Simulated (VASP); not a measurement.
Input of a VASP 6.6.1 run:

INCAR

```
PREC = Accurate ; ENCUT = 520
EDIFF = 1E-6 ; ISMEAR = -1
SIGMA = 0.1 ; LREAL = F
LASPH = T ; NELM = 80
ALGO = Normal ; ISIF = 2
LWAVE = F ; LCHARG = T
GGA = CA ; LELF = T
LVHAR = T ; NBANDS = 18
```

File KPOINTS:

```
regular mesh
0
Gamma
  10 10 10
```

The input POSCAR:

```
Yb
1.0
   -1.9413498322      1.9413498322      1.9413498322
    1.9413498322     -1.9413498322      1.9413498322
    1.9413498322      1.9413498322     -1.9413498322
Yb
1
Direct
    0.0000000000      0.0000000000      0.0000000000
```

Potentials or basis: VASP PAW PBE potentials, release 64 (Yb).

The run is started by

```console
$ cat potpaw_PBE.64/Yb/POTCAR > POTCAR
$ mpirun -np 1 vasp_std > vasp.out
```

(1) Estimate the pressure.

(2) Predict the band gap on the k mesh.

## Answers

(1) 0.3 GPa.

(2) zero (bands 12 and 13 overlap by 0.62 eV).

Caveat: the PAW data sets were made with another functional, which shifts forces and pressure a little; spin-orbit coupling is left out, which moves the levels of the heavy elements.
